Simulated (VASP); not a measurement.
# Ga2SiS (Cmmm) in VASP: relaxation of cell and atoms with PBE

Aim: the relaxation of cell and atoms of Ga2SiS with PBE.

Program: VASP 6.6.1. These are calculated values, not measurements. Logs are shortened: lines on timing, memory, paths and dates and some standing lists are left out, and cuts for length are marked.

## 1. The cell of the first run

It takes space group Cmmm (No. 65, orthorhombic). The conventional cell has a = 5.127 Å, b = 6.154 Å, c = 5.947 Å, α = 90.00°, β = 90.00°, γ = 90.00°. Ga (site symmetry mmm) has 4 Ga at 2.56 to 3.08 Å and 2 Si at 2.97 Å within 3.4 Å. Within 3.4 Å of Ga (site symmetry mmm) lie 4 Ga at 2.56 to 3.08 Å and 2 S at 2.97 Å. Within 3.4 Å of Si (site symmetry mmm) lie 4 S at 2.56 to 3.08 Å and 2 Ga at 2.97 Å. S (site symmetry mmm) has 4 Si at 2.56 to 3.08 Å and 2 Ga at 2.97 Å within 3.4 Å.

The cell was generated, and may not be a known phase.

## 2. Relaxation of cell and atoms, PBE

INCAR

```
PREC = Accurate
ENCUT = 600
EDIFF = 1E-6
ISMEAR = 0
SIGMA = 0.1
LREAL = F
LASPH = T
NELM = 100
ALGO = Normal
ISIF = 3
LWAVE = F
LCHARG = F
GGA = PE
IBRION = 2
NSW = 90
EDIFFG = -0.04
```

KPOINTS

```
regular mesh
0
Gamma
  4 4 4
```

POSCAR

```
Ga2SiS
1.0
    2.5633537900     -3.0770222900      0.0000000000
    2.5633537900      3.0770222900      0.0000000000
    0.0000000000      0.0000000000      5.9474126700
Ga Si S
2 1 1
Direct
    0.0000000000      0.0000000000      0.5000000000
    0.5000000000      0.5000000000      0.5000000000
    0.0000000000      0.0000000000      0.0000000000
    0.5000000000      0.5000000000      0.0000000000
```

Potentials or basis: VASP PAW PBE potentials, release 64 (Ga_d, Si, S).

On the command line:

```bash
$ cat potpaw_PBE.64/Ga_d/POTCAR potpaw_PBE.64/Si/POTCAR potpaw_PBE.64/S/POTCAR > POTCAR
$ mpirun -np 1 vasp_std > vasp.out
```

OUTCAR:

```text
PREC = Accurate
   ENCUT = 600
   EDIFF = 1E-6
   ISMEAR = 0
   LREAL = F
   LASPH = T
   NELM = 100
   ISIF = 3
   GGA = PE
   IBRION = 2
   NSW = 90
   EDIFFG = -0.04

 ion  position               nearest neighbor table
   1  0.000  0.000  0.500-   2 2.56   2 2.56   3 2.97   3 2.97
   2  0.500  0.500  0.500-   1 2.56   1 2.56
   3  0.000  0.000  0.000-   4 2.56   4 2.56   1 2.97   1 2.97
   4  0.500  0.500  0.000-   3 2.56   3 2.56

  LATTYP: Found a base centered orthorhombic cell.
 ALAT       =     5.1267075800
 B/A-ratio  =     1.2003892330
 C/A-ratio  =     1.1600842407

  Lattice vectors:

 A1 = (   2.5633537900,  -3.0770222900,   0.0000000000)
 A2 = (   2.5633537900,   3.0770222900,   0.0000000000)
 A3 = (   0.0000000000,   0.0000000000,   5.9474126700)

Analysis of symmetry for initial positions (statically):
=====================================================================
 Subroutine PRICEL returns:
 Original cell was already a primitive cell.

 Routine SETGRP: Setting up the symmetry group for a
 base centered orthorhombic supercell.

 Subroutine GETGRP returns: Found  8 space group operations
 (whereof  8 operations were pure point group operations)
 out of a pool of  8 trial point group operations.

The static configuration has the point symmetry D_2h.

Analysis of symmetry for dynamics (positions and initial velocities):
=====================================================================
 Subroutine PRICEL returns:
 Original cell was already a primitive cell.

 Routine SETGRP: Setting up the symmetry group for a
 base centered orthorhombic supercell.

 Subroutine GETGRP returns: Found  8 space group operations
 (whereof  8 operations were pure point group operations)
 out of a pool of  8 trial point group operations.

The dynamic configuration has the point symmetry D_2h.

 Subroutine INISYM returns: Found  8 space group operations
 (whereof  8 operations are pure point group operations),
 and found     1 'primitive' translations

----------------------------------------------------------------------------------------

                                     Primitive cell

  volume of cell :      93.8204

  direct lattice vectors                    reciprocal lattice vectors
     2.563353790 -3.077022290  0.000000000     0.195056961 -0.162494760  0.000000000
     2.563353790  3.077022290  0.000000000     0.195056961  0.162494760  0.000000000
     0.000000000  0.000000000  5.947412670     0.000000000  0.000000000  0.168140342

  length of vectors
     4.004853159  4.004853159  5.947412670     0.253873522  0.253873522  0.168140342

  position of ions in fractional coordinates (direct lattice)
     0.000000000  0.000000000  0.500000000
     0.500000000  0.500000000  0.500000000
     0.000000000  0.000000000  0.000000000
     0.500000000  0.500000000  0.000000000

  ion indices of the primitive-cell ions
   primitive index   ion index
                 1           1
                 2           2
                 3           3
                 4           4

----------------------------------------------------------------------------------------

 KPOINTS: regular mesh

Automatic generation of k-mesh.
 Grid dimensions read from file:
 generate k-points for:    4    4    4

 Generating k-lattice:

  Cartesian coordinates                     Fractional coordinates (reciprocal lattice)
     0.048764240 -0.040623690  0.000000000     0.250000000  0.000000000  0.000000000
     0.048764240  0.040623690  0.000000000     0.000000000  0.250000000  0.000000000
     0.000000000  0.000000000  0.042035085     0.000000000  0.000000000  0.250000000

  Length of vectors
     0.063468381  0.063468381  0.042035085

  Shift w.r.t. Gamma in fractional coordinates (k-lattice)
     0.000000000  0.000000000  0.000000000

 Subroutine IBZKPT returns following result:
 ===========================================

 Found     21 irreducible k-points:

 Following reciprocal coordinates:
            Coordinates               Weight
  0.000000  0.000000  0.000000      1.000000
  0.250000  0.000000  0.000000      4.000000
  0.500000  0.000000  0.000000      2.000000
  0.250000  0.250000  0.000000      2.000000
  0.500000  0.250000  0.000000      4.000000
 -0.250000  0.250000  0.000000      2.000000
[... 13 lines left out ...]
 -0.250000  0.250000  0.500000      2.000000
  0.500000  0.500000  0.500000      1.000000
   k-points           NKPTS =     21   k-points in BZ     NKDIM =     21   number of bands    NBANDS=     22
   number of dos      NEDOS =    301   number of ions     NIONS =      4
   total plane-waves  NPLWV =  49152
   dimension x,y,z NGX =    32 NGY =   32 NGZ =   48
   dimension x,y,z NGXF=    64 NGYF=   64 NGZF=   96
   ions per type =               2   1   1
   NGX,Y,Z   is equivalent  to a cutoff of  13.28, 13.28, 13.42 a.u.
   NGXF,Y,Z  is equivalent  to a cutoff of  26.57, 26.57, 26.83 a.u.
 SYSTEM =  unknown system
   PREC   = accura    normal or accurate (medium, high low for compatibility)
   ISTART =      0    job   : 0-new  1-cont  2-samecut
   ICHARG =      2    charge: 1-file 2-atom 10-const
   ISPIN  =      1    spin polarized calculation?
   LNONCOLLINEAR =      F non collinear calculations
   LSORBIT =      F    spin-orbit coupling
   LASPH  =      T    aspherical Exc in radial PAW
   ENCUT  =  600.0 eV  44.10 Ry    6.64 a.u.   8.00  8.00 11.88*2*pi/ulx,y,z
   NELM   =    100;   NELMIN=  2; NELMDL= -5     # of ELM steps
   EDIFF  = 0.1E-05   stopping-criterion for ELM
   LREAL  =      F    real-space projection
   EDIFFG = -.4E-01   stopping-criterion for IOM
   NSW    =     90    number of steps for IOM
   IBRION =      2    ionic relax: 0-MD 1-quasi-New 2-CG
   NFREE  =      1    steps in history (QN), initial steepest desc. (CG)
   ISIF   =      3    stress and relaxation
   ISYM   =      2    0-nonsym 1-usesym 2-fastsym
   POTIM  = 0.5000    time-step for ionic-motion
   TEBEG  =    0.0;   TEEND  =   0.0 temperature during run
   PSTRESS=    0.0 pullay stress
   NELECT =      36.0000    total number of electrons
   NUPDOWN=      -1.0000    fix difference up-down
   EMIN   =  10.00;   EMAX   =-10.00  energy-range for DOS
   EFERMI =   0.00;   METHOD = LEGACY
   ISMEAR =     0;   SIGMA  =   0.10  broadening in eV -4-tet -1-fermi 0-gaus
   EFERMI_NEDOS =   21; number of points for ismear=-14 and -15
   IALGO  =     38    algorithm
   IMIX   =      4    mixing-type and parameters
     AMIX     =   0.40;   BMIX     =  1.00
     AMIX_MAG =   1.60;   BMIX_MAG =  1.00
  volume/ion in A,a.u.               =      23.46       158.28
  Fermi-wavevector in a.u.,A,eV,Ry     =   1.189625  2.248064 19.255054  1.415207
  Thomas-Fermi vector in A             =   2.325728
   LORBIT       =      0    0 simple, 1 ext, 2 COOP (PROOUT), +10 PAW based schemes
   GGA     = PE    functional components
   LHFCALC =     F    Hartree Fock is set to
   AEXX    =    0.0000 exact exchange contribution
   IVDW    =     0    specifies the selected vdW correction
   LEPSILON=     F    determine dielectric tensor
   LRPA    =     F    only Hartree local field effects (RPA)
 conjugate gradient relaxation of ions
 non-spin polarized calculation
 Gauss-broadening in eV      SIGMA  =   0.10
  energy-cutoff  :      600.00
  volume of cell :       93.82
 maximum number of plane-waves:      3160
   NGX = 15   NGY = 15   NGZ = 23

--------------------------------------- Ionic step        1  -------------------------------------------

 number of electron      35.9999971 magnetization

 Free energy of the ion-electron system (eV)
  ---------------------------------------------------
  ext. energy  EPLUGINS =         0.00000000
  ---------------------------------------------------
  free energy    TOTEN  =       -14.32928429 eV

  energy without entropy =      -14.32065386  energy(sigma->0) =      -14.32496907

 E-fermi :   3.8065     XC(G=0):  -9.4671

 val. band max:        3.6522079850   @ k =   0.0000   0.0000   0.5000
 cond. band min:       3.8122203630   @ k =   0.5000   0.0000   0.0000
 fundamental gap:      0.1600123780
 Fermi energy:         3.8064761505

 k-point     1 :       0.0000    0.0000    0.0000
  band No.  band energies     occupation
      1     -11.2052      2.00000
      2     -10.9960      2.00000
      3     -10.9652      2.00000
      4     -10.9579      2.00000
      5     -10.8642      2.00000
      6     -10.7892      2.00000
[... 621 lines left out ...]
  FREE ENERGIE OF THE ION-ELECTRON SYSTEM (eV)
  ---------------------------------------------------
  free  energy   TOTEN  =       -14.9932635457 eV

  energy  without entropy=      -14.9844658416  energy(sigma->0) =      -14.98886469

[... ionic steps 4 to 8 ...]

--------------------------------------- Ionic step        9  -------------------------------------------

 number of electron      35.9999977 magnetization

------------------------ aborting loop because EDIFF is reached ----------------------------------------

  FORCE on cell =-STRESS in cart. coord.  units (eV):
  Direction    XX          YY          ZZ          XY          YZ          ZX
  --------------------------------------------------------------------------------------
  -------------------------------------------------------------------------------------
  Total        0.1788206     -0.0892815     -0.2044393      0.0000000      0.0000000      0.0000000
  in kB        3.9215351     -1.9579435     -4.4833515      0.0000000      0.0000000      0.0000000
  external PRESSURE =      -0.8399200 kB  Pullay stress =       0.0000000 kB
[... 61 lines left out ...]
  energy  without entropy=      -15.1100204580  energy(sigma->0) =      -15.11626795

--------------------------------------- Ionic step       11  -------------------------------------------

 number of electron      35.9999976 magnetization

 Free energy of the ion-electron system (eV)
  ---------------------------------------------------
  ext. energy  EPLUGINS =         0.00000000
  ---------------------------------------------------
  free energy    TOTEN  =       -15.12322182 eV

  energy without entropy =      -15.11095211  energy(sigma->0) =      -15.11708696

 E-fermi :   6.5334     XC(G=0): -10.6357

 val. band max:        6.5289291051   @ k =   0.2500   0.0000   0.2500
 cond. band min:       6.5347838762   @ k =   0.5000   0.0000   0.0000
 fundamental gap:      0.0058547711
 Fermi energy:         6.5334074925

 k-point     1 :       0.0000    0.0000    0.0000
  band No.  band energies     occupation
      1      -8.9369      2.00000
      2      -8.9002      2.00000
      3      -8.7737      2.00000
      4      -8.6038      2.00000
      5      -8.5769      2.00000
      6      -8.4630      2.00000
[... 545 lines left out ...]
  FREE ENERGIE OF THE ION-ELECTRON SYSTEM (eV)
  ---------------------------------------------------
  free  energy   TOTEN  =       -15.1232218161 eV

  energy  without entropy=      -15.1109521115  energy(sigma->0) =      -15.11708696

 reached required accuracy - stopping structural energy minimisation
```

Run time: 2.6 min. Hardware: 1 thread of Intel Xeon 6975P-C (Granite Rapids), shared host; peak memory 0.25 GiB.

Results:

```
Free energy                           : -15.1232 eV
Relaxed volume                        : 18.24 Å³/atom
Relaxed cell                          : a = 3.712 Å, b = 3.712 Å, c = 5.298 Å, α = 90.00°, β = 90.00°, γ = 91.67°
Space group after relaxing (to 0.1 Å) : Cmmm (No. 65)
Energy gained by relaxing             : 198.5 meV/atom
Ionic steps                           : 11
Pressure after relaxing               : 0.0 GPa
Band gap on the k mesh                : zero (bands 18 and 19 overlap by 3.26 eV)
```

Stress tensor (GPa, compression positive):
```
 0.23  0.00  0.00
 0.00 -0.10  0.00
 0.00  0.00 -0.09
```

Step by step:
```csv
step,energy change (eV),largest force (eV/Å),pressure (GPa),volume (Å³)
1,0.0000,0.0000,-7.48,93.82
2,-0.5757,0.0000,-3.00,79.70
3,-0.6640,0.0000,0.57,74.26
4,-0.6670,0.0000,1.46,73.10
5,-0.7784,0.0000,1.77,71.11
6,-0.7783,0.0000,2.14,70.73
7,-0.7790,0.0000,2.04,70.87
8,-0.7926,0.0000,-0.52,73.58
9,-0.7932,0.0000,-0.08,73.06
10,-0.7932,0.0000,0.05,73.01
11,-0.7939,0.0000,0.01,72.98
```

Final structure:
```yaml
crystal:
  lattice:
    - [2.58652, -2.66296, 0.00000]
    - [2.58652, 2.66296, 0.00000]
    - [0.00000, 0.00000, 5.29777]
  atoms:
    - { symbol: Ga, position: [0.00000, 0.00000, 0.50000] }
    - { symbol: Ga, position: [0.50000, 0.50000, 0.50000] }
    - { symbol: Si, position: [0.00000, 0.00000, 0.00000] }
    - { symbol: S, position: [0.50000, 0.50000, 0.00000] }
```

Levels at points of the mesh, in eV from the Fermi level:
```tsv
k point	band 16	band 17	band 18	band 19	band 20	band 21
(0.00, 0.00, 0.00)	-4.09	-0.58	0.83	1.17	1.98	2.46
(0.50, 0.00, 0.00)	-3.15	-3.09	-0.20	0.00	0.33	4.13
(0.50, 0.50, 0.00)	-4.01	-2.73	-2.45	-2.43	-2.10	2.71
(0.00, 0.00, 0.50)	-2.80	-0.60	0.00	0.09	0.37	2.85
(0.50, 0.00, 0.50)	-1.31	-0.78	0.16	0.61	1.70	2.27
(0.50, 0.50, 0.50)	-5.47	-3.60	-3.52	0.11	3.21	3.50
```

Caveat: the k points lie up to 0.42 Å⁻¹ apart in the final cell, too coarse for converged energies and pressures of a metal; the volume moved by over 15 % at a fixed basis, so the end points are rough.
